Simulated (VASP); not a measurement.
Runs of VASP 6.6.1 on Pb. The structure is that of space group P6_3/mmc (No. 194), or close to it. The cells are those of the table. 

```tsv
task	cell	k mesh	cutoff (eV)	gap on the mesh (eV)	pressure (GPa)
single point	a = 3.487, b = 3.487, c = 11.388 Å, angles 90.0, 90.0, 120.0°, 4 atoms	18 × 18 × 6	520	none	-0.4
single point	a = 3.592, b = 3.592, c = 11.021 Å, angles 90.0, 90.0, 120.0°, 4 atoms	18 × 18 × 6	520	none	-1.1
single point	a = 3.330, b = 3.330, c = 11.903 Å, angles 90.0, 90.0, 120.0°, 4 atoms	18 × 18 × 6	520	none	2.9
single point	a = 3.330, b = 3.330, c = 11.696 Å, angles 90.0, 90.0, 120.0°, 4 atoms	18 × 18 × 6	520	none	(a)
relaxation of cell and atoms	relaxed from a = 3.524, b = 3.524, c = 11.495 Å, angles 90.0, 90.0, 120.0°, 4 atoms	15 × 15 × 4	600	none	0.0
```

Alike in all rows: level PBEsol; potentials or basis VASP PAW PBE potentials, release 64 (Pb_d); no spin polarisation; smearing gaussian 0.1 eV.

Problem. Estimate the missing entries.

Solution. (a) 3.8.

Caveats: the PAW data sets were made with another functional, which shifts forces and pressure a little; spin-orbit coupling is left out, which moves the levels of the heavy elements.

A k mesh can miss the band edges, and the runs leave out spin-orbit coupling on Pb.

A gap of «none» marks levels without a gap at the run's occupations.
